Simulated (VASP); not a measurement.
Sb: single point with PBE0

The system is Sb.

```
Sb
1.0
    -1.87134    1.87134    1.87134
     1.87134   -1.87134    1.87134
     1.87134    1.87134   -1.87134
Sb
1
Direct
  0.00000 0.00000 0.00000
```

| Quantity | Value |
| --- | --- |
| Program | VASP 6.6.1 |
| Task | single point |
| Functional | PBE0 |
| Potentials or basis | VASP PAW PBE potentials, release 64 (Sb) |
| Cutoff | 520 eV |
| k mesh | 5 × 5 × 5 |
| Occupations | fermi-dirac, width 0.05 eV |
| Spin | no spin polarisation |
| Dipole correction | no |
| Grid for exact exchange (PRECFOCK) | Normal |
| Further INCAR settings | ALGO = Normal; EDIFF = 1e-07; NBANDS = 8 |

```json
{
 "Pressure": "-3.4 GPa"
}
```

Levels at points of the mesh, in eV from the Fermi level:
```tsv
k point	band 1	band 2	band 3	band 4	band 5
(0.00, 0.00, 0.00)	-14.97	6.87	6.87	6.87	11.72
```

It took 110 s on 1 thread of Intel(R) Xeon(R) Platinum 8488C (Sapphire Rapids) (shared host), peak memory 0.14 GiB.

Caveat: the k points lie up to 0.47 Å⁻¹ apart; the PAW data sets were made with another functional, which shifts forces and pressure a little; spin-orbit coupling is left out, which moves the levels of the heavy elements.
